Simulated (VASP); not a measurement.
Here is a VASP 6.6.1 calculation.

The input INCAR:

```
SYSTEM = Tl
  PREC = Accurate
  ENCUT = 520
  EDIFF = 1E-6
  ISMEAR = -1
  SIGMA = 0.1
  LREAL = .False.
  LASPH = .True.
  NELM = 60
  ALGO = Normal
  ISIF = 2
  LWAVE = .False.
  LCHARG = .True.
  GGA = PE
  LELF = .True.
  LVHAR = .True.
  NBANDS = 26
```

Contents of KPOINTS:

```
regular mesh
0
Gamma
  7 7 10
  0 0 0
```

The input POSCAR:

```
Tl
1.0
    5.4380835851      0.0000000000      0.0000000000
   -2.7190417926      4.7095185326      0.0000000000
    0.0000000000      0.0000000000      3.3421778411
Tl
3
Direct
    0.0000000000      0.0000000000      0.0000000000
    0.3333333333      0.6666666667      0.5000000000
    0.6666666667      0.3333333333      0.5000000000
```

Potentials or basis: VASP PAW PBE potentials, release 64 (Tl_d).

The run is started by

```sh
$ cat potpaw_PBE.64/Tl_d/POTCAR > POTCAR
$ mpirun -np 1 vasp_std > vasp.out
```

(1) What does it give for the band gap on the k mesh?

(2) Predict the pressure.

## Answers

(1) zero (an odd number of electrons rules out a gap without spin polarisation).

(2) 3.5 GPa.

Caveat: the cell stands under pressure; spin-orbit coupling is left out, which moves the levels of the heavy elements.
